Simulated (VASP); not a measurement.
Set up this calculation in VASP 6.6.1, as the native input.

```
Task                   : single point
Functional             : PBE
Potentials or basis    : VASP PAW PBE potentials, release 64 (Mo_sv, N)
Cutoff                 : 600 eV
k mesh                 : 6 × 6 × 8
Occupations            : fermi-dirac, width 0.02 eV
Spin                   : no spin polarisation
Dipole correction      : no
Further INCAR settings : ALGO = Normal; EDIFF = 1e-06; NBANDS = 33
```

The structure of MoN2 lies in POSCAR:

```
MoN2
1.0
    4.3480530000     -0.0217402650      0.0000000000
   -0.0217402650      4.3480530000      0.0000000000
    0.0000000000      0.0000000000      2.7674600000
Mo N
2 4
Direct
    0.5000000000      0.5000000000      0.0000000000
    0.0000000000      0.0000000000      0.0000000000
    0.8883530000      0.3883530000      0.5000000000
    0.1116470000      0.6116470000      0.5000000000
    0.3883530000      0.1116470000      0.5000000000
    0.6116470000      0.8883530000      0.5000000000
```

These files were run (other wordings do the same):

INCAR

```
SYSTEM = MoN2
PREC = Accurate
ENCUT = 600
EDIFF = 1E-6
ISMEAR = -1
SIGMA = 0.02
LREAL = .FALSE.
LASPH = .TRUE.
NELM = 120
ALGO = Normal
ISIF = 2
LWAVE = .FALSE.
LCHARG = .FALSE.
GGA = PE
NBANDS = 33
GGA_COMPAT = .FALSE.
```

KPOINTS

```
regular mesh
0
G
  6 6 8
  0 0 0
```

Potentials or basis: VASP PAW PBE potentials, release 64 (Mo_sv, N).

Launch:

```bash
$ cat potpaw_PBE.64/Mo_sv/POTCAR potpaw_PBE.64/N/POTCAR > POTCAR
$ mpirun -np 1 vasp_std > vasp.out
```

It gave:

```json
{
 "Pressure": "-3.7 GPa",
 "Largest force": "0.238 eV/Å",
 "Band gap on the k mesh": "zero (bands 24 and 25 overlap by 1.67 eV)"
}
```

Caveat: the cell stands under tension.

It took 3 min on 1 thread of Intel Xeon 8259CL (shared host), peak memory 0.25 GiB.
